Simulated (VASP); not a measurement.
# Ti (Im-3m) in VASP: further runs, part 2 of 2

VASP 6.6.1. The steps go on from the part before.

### Step 4. Single point, PBEsol

The input, INCAR:

```
SYSTEM = Ti
PREC = Accurate ; ENCUT = 520
EDIFF = 1E-7 ; ISMEAR = -1
SIGMA = 0.1 ; LREAL = .FALSE.
LASPH = .TRUE. ; NELM = 100
ALGO = Normal ; ISIF = 2
LWAVE = .FALSE. ; LCHARG = .FALSE.
GGA = PS ; NBANDS = 12
```

The input, KPOINTS:

```
regular mesh
0
G
  7 7 7
  0 0 0
```

The input, POSCAR:

```
Ti
1.0
   -1.6410000000      1.6410000000      1.6410000000
    1.6410000000     -1.6410000000      1.6410000000
    1.6410000000      1.6410000000     -1.6410000000
Ti
1
Direct
    0.0000000000      0.0000000000      0.0000000000
```

Potentials or basis: VASP PAW PBE potentials, release 64 (Ti_sv).

On the command line:

```sh
cat potpaw_PBE.64/Ti_sv/POTCAR > POTCAR
mpirun -np 1 vasp_std > vasp.out
```

OUTCAR:

```text
SYSTEM = Ti
   PREC = Accurate
   ENCUT = 520
   EDIFF = 1E-7
   ISMEAR = -1
   LREAL = .FALSE.
   LASPH = .TRUE.
   NELM = 100
   ISIF = 2
   GGA = PS

 ion  position               nearest neighbor table
   1  0.000  0.000  0.000-

  LATTYP: Found a body centered cubic cell.
 ALAT       =     3.2820000000

  Lattice vectors:

 A1 = (  -1.6410000000,   1.6410000000,   1.6410000000)
 A2 = (   1.6410000000,  -1.6410000000,   1.6410000000)
 A3 = (   1.6410000000,   1.6410000000,  -1.6410000000)

Analysis of symmetry for initial positions (statically):
=====================================================================
 Subroutine PRICEL returns:
 Original cell was already a primitive cell.

 Routine SETGRP: Setting up the symmetry group for a
 body centered cubic supercell.

 Subroutine GETGRP returns: Found 48 space group operations
 (whereof 48 operations were pure point group operations)
 out of a pool of 48 trial point group operations.

The static configuration has the point symmetry O_h .

Analysis of symmetry for dynamics (positions and initial velocities):
=====================================================================
 Subroutine PRICEL returns:
 Original cell was already a primitive cell.

 Routine SETGRP: Setting up the symmetry group for a
 body centered cubic supercell.

 Subroutine GETGRP returns: Found 48 space group operations
 (whereof 48 operations were pure point group operations)
 out of a pool of 48 trial point group operations.

The dynamic configuration has the point symmetry O_h .

 Subroutine INISYM returns: Found 48 space group operations
 (whereof 48 operations are pure point group operations),
 and found     1 'primitive' translations

----------------------------------------------------------------------------------------

[... 109 lines left out ...]
   LORBIT       =      0    0 simple, 1 ext, 2 COOP (PROOUT), +10 PAW based schemes
   GGA     = PS    functional components
   LHFCALC =     F    Hartree Fock is set to
   AEXX    =    0.0000 exact exchange contribution
   IVDW    =     0    specifies the selected vdW correction
   LEPSILON=     F    determine dielectric tensor
   LRPA    =     F    only Hartree local field effects (RPA)
 non-spin polarized calculation
  energy-cutoff  :      520.00
  volume of cell :       17.68
 maximum number of plane-waves:       487
 NGX is ok and might be reduce to    24
   NGX = 11   NGY = 11   NGZ = 11

 number of electron      12.0000001 magnetization

 Free energy of the ion-electron system (eV)
  ---------------------------------------------------
  ext. energy  EPLUGINS =         0.00000000
  ---------------------------------------------------
  free energy    TOTEN  =        -8.24356444 eV

  energy without entropy =       -8.16507802  energy(sigma->0) =       -8.20432123

 E-fermi :   7.7724     XC(G=0): -11.5516

 val. band max:        7.6717413115   @ k =  -0.4286   0.4286   0.1429
 cond. band min:       7.8299837532   @ k =   0.2857   0.1429   0.0000
 fundamental gap:      0.1582424416
 Fermi energy:         7.7724262353

 k-point     1 :       0.0000    0.0000    0.0000
  band No.  band energies     occupation
      1     -48.5827      2.00000
      2     -24.5518      2.00000
      3     -24.5518      2.00000
      4     -24.5518      2.00000
      5       1.8625      2.00000
      6       8.7266      0.00014
      7       8.7266      0.00014
      8       8.7266      0.00014
      9      10.4589      0.00000
     10      10.4589      0.00000
     11      25.0744      0.00000
     12      25.0744      0.00000
[... 271 lines left out ...]
 k-point    20 :      -0.4286    0.4286    0.4286
  band No.  band energies     occupation
      1     -48.3794      2.00000
      2     -24.9953      2.00000
      3     -24.9719      2.00000
      4     -24.9719      2.00000
      5       5.8743      2.00000
      6       5.9128      2.00000
      7      11.0383      0.00000
      8      11.0383      0.00000
      9      11.4423      0.00000
     10      14.7787      0.00000
     11      16.9008      0.00000
     12      16.9008      0.00000

------------------------ aborting loop because EDIFF is reached ----------------------------------------

  FORCE on cell =-STRESS in cart. coord.  units (eV):
  Direction    XX          YY          ZZ          XY          YZ          ZX
  --------------------------------------------------------------------------------------
  -------------------------------------------------------------------------------------
  Total       -0.6582763     -0.6582763     -0.6582763      0.0000000      0.0000000      0.0000000
  in kB      -59.6668403    -59.6668403    -59.6668403      0.0000000      0.0000000      0.0000000
  external PRESSURE =     -59.6668403 kB  Pullay stress =       0.0000000 kB

 VOLUME and BASIS-vectors are now :
 -----------------------------------------------------------------------------
  energy-cutoff  :      520.00
  volume of cell :       17.68
      direct lattice vectors                 reciprocal lattice vectors
    -1.641000000  1.641000000  1.641000000     0.000000000  0.304692261  0.304692261
     1.641000000 -1.641000000  1.641000000     0.304692261  0.000000000  0.304692261
     1.641000000  1.641000000 -1.641000000     0.304692261  0.304692261  0.000000000

 POSITION                                       TOTAL-FORCE (eV/Angst)
 -----------------------------------------------------------------------------------
      0.00000      0.00000      0.00000        -0.000000     -0.000000     -0.000000
 -----------------------------------------------------------------------------------
    total drift:                               -0.000000      0.000000      0.000000

  FREE ENERGIE OF THE ION-ELECTRON SYSTEM (eV)
  ---------------------------------------------------
  free  energy   TOTEN  =        -8.2435644403 eV

  energy  without entropy=       -8.1650780184  energy(sigma->0) =       -8.20432123
```

OSZICAR:

```text
N       E                     dE             d eps       ncg     rms          rms(c)
DAV:   1     0.863033179518E+02    0.86303E+02   -0.63436E+03   484   0.117E+03
DAV:   2    -0.524113362677E+01   -0.91544E+02   -0.89320E+02   488   0.295E+02
DAV:   3    -0.937502564352E+01   -0.41339E+01   -0.40978E+01   676   0.656E+01
DAV:   4    -0.946189797751E+01   -0.86872E-01   -0.86850E-01   532   0.804E+00
DAV:   5    -0.946420534360E+01   -0.23074E-02   -0.23073E-02   576   0.109E+00    0.853E+00
DAV:   6    -0.824522678881E+01    0.12190E+01   -0.26754E+00   516   0.237E+01    0.202E+00
DAV:   7    -0.823609293958E+01    0.91338E-02   -0.80614E-02   572   0.294E+00    0.124E+00
DAV:   8    -0.824313564292E+01   -0.70427E-02   -0.35975E-02   524   0.227E+00    0.109E-01
DAV:   9    -0.824352884527E+01   -0.39320E-03   -0.20965E-03   580   0.463E-01    0.718E-02
DAV:  10    -0.824357483288E+01   -0.45988E-04   -0.30454E-04   520   0.188E-01    0.184E-02
DAV:  11    -0.824356454436E+01    0.10289E-04   -0.36356E-05   552   0.904E-02    0.103E-02
DAV:  12    -0.824356437421E+01    0.17015E-06   -0.26252E-06   560   0.179E-02    0.695E-04
DAV:  13    -0.824356457509E+01   -0.20088E-06   -0.19294E-07   524   0.432E-03    0.240E-03
DAV:  14    -0.824356444966E+01    0.12544E-06   -0.10127E-07   360   0.428E-03    0.212E-04
DAV:  15    -0.824356444034E+01    0.93180E-08   -0.53823E-09   252   0.782E-04
   1 F= -.82435644E+01 E0= -.82043212E+01  d E =-.784864E-01
```

stdout:

```text
POSCAR found type information on POSCAR Ti
 POSCAR found :  1 types and       1 ions
 scaLAPACK will be used
 -----------------------------------------------------------------------------
|                                                                             |
|                                                                             |
|     You enforced a specific xc type in the INCAR file but a different       |
|     I HOPE YOU KNOW WHAT YOU ARE DOING!                                     |
|                                                                             |
 -----------------------------------------------------------------------------

 LDA part: xc-table for (Slater+PW92), standard interpolation
 POSCAR, INCAR and KPOINTS ok, starting setup
 FFT: planning ... GRIDC
 FFT: planning ... GRID_SOFT
 FFT: planning ... GRID
 WAVECAR not read
 entering main loop
```

Run time: 5.4 s. Hardware: 1 thread of Intel Xeon 6975P-C, shared host; peak memory 0.13 GiB.

Results:

- Free energy: -8.2436 eV
- Pressure: -6.0 GPa
- Band gap on the k mesh: zero (band 6 reaches 8.73 eV, above the bottom of band 7 at 7.27 eV)

Caveat: the k points lie up to 0.39 Å⁻¹ apart; the PAW data sets were made with another functional, which shifts forces and pressure a little.

### Step 5. Single point, PBEsol

The input, INCAR:

```
PREC     = Accurate       # precision mode
ENCUT    = 520            # plane-wave cutoff, eV
EDIFF    = 1E-7           # SCF threshold, eV
ISMEAR   = -1             # smearing method
SIGMA    = 0.1            # smearing width, eV
LREAL    = F              # projectors in reciprocal space
LASPH    = T              # aspherical terms in the spheres
NELM     = 80             # most SCF steps
ALGO     = Normal         # electronic algorithm
ISIF     = 2              # what is computed and relaxed
LWAVE    = F              # write WAVECAR
LCHARG   = F              # write CHGCAR
GGA      = PS             # functional
NBANDS   = 12             # bands
```

The input, KPOINTS:

```
regular mesh
0
Gamma
  10 10 10
```

POSCAR is that of step 4.

On the command line:

```sh
cat potpaw_PBE.64/Ti_sv/POTCAR > POTCAR
mpirun -np 1 vasp_std > vasp.out
```

Run time: 8.8 s. Hardware: 1 thread of Intel Xeon 6975P-C, shared host; peak memory 0.14 GiB.

Results (log left out):

| Property | Result |
| --- | --- |
| Free energy | -8.2482 eV |
| Pressure | -6.4 GPa |
| Band gap on the k mesh | zero (band 6 reaches 8.74 eV, above the bottom of band 7 at 7.13 eV) |

Levels at points of the mesh, in eV from the Fermi level:
```csv
k point,band 2,band 3,band 4,band 5,band 6,band 7,band 8,band 9,band 10,band 11
"(0.00, 0.00, 0.00)",-32.30,-32.30,-32.30,-5.91,0.97,0.97,0.97,2.70,2.70,17.30
"(0.50, 0.00, 0.00)",-32.94,-32.50,-32.30,-2.41,-0.38,1.10,2.69,3.03,4.20,8.59
"(0.50, 0.50, 0.50)",-32.74,-32.74,-32.74,-2.04,-2.04,3.85,3.85,3.85,8.22,8.22
```

Caveat: the PAW data sets were made with another functional, which shifts forces and pressure a little.

### Step 6. Overview

```csv
k mesh,gap on the mesh (eV),pressure (GPa)
3 × 3 × 3,none,-7.1
5 × 5 × 5,none,-7.7
7 × 7 × 7,none,-6.0
10 × 10 × 10,none,-6.4
```

Alike in all rows: task single point; level PBEsol; potentials or basis VASP PAW PBE potentials, release 64 (Ti_sv); no spin polarisation; cell as given; cutoff (eV) 520; smearing fermi-dirac 0.1 eV.

Caveats: some runs use coarse meshes; the PAW data sets were made with another functional, which shifts forces and pressure a little.

Absolute energies hang on the potentials; compare differences alone.
